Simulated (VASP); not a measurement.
Runs of VASP 6.6.1 on PbO2. The structure is that of space group P4_2/mnm (No. 136), or close to it. The cells are those of the table. 

```csv
task,cell,k mesh,cutoff (eV),smearing,gap on the mesh (eV),pressure (GPa),relaxed volume (Å³/atom),largest force (eV/Å)
single point,"a = 5.029, b = 5.029, c = 3.440 Å, 6 atoms",8 × 8 × 10,520,gaussian 0.01 eV,0.05,0.2,-,0.01
relaxation of cell and atoms,"relaxed from a = 5.029, b = 5.029, c = 3.440 Å, 6 atoms",8 × 8 × 12,600,gaussian 0.1 eV,0.05,0.0,14.52,-
single point,"a = 5.030, b = 5.030, c = 3.441 Å, 6 atoms",8 × 8 × 12,520,gaussian 0.1 eV,0.05,0.2,-,0.01
relaxation of cell and atoms,"relaxed from a = 4.995, b = 4.995, c = 3.409 Å, 6 atoms",8 × 8 × 10,600,gaussian 0.01 eV,0.05,0.1,(a),0.01
```

Alike in all rows: level PBE+D3(BJ); potentials or basis VASP PAW PBE potentials, release 64 (Pb_d, O); no spin polarisation.

Question: Estimate the missing entries.

Answer: (a) 14.51.

Caveats: spin-orbit coupling is left out, which moves the levels of the heavy elements.

A k mesh can miss the band edges, and the runs leave out spin-orbit coupling on Pb.
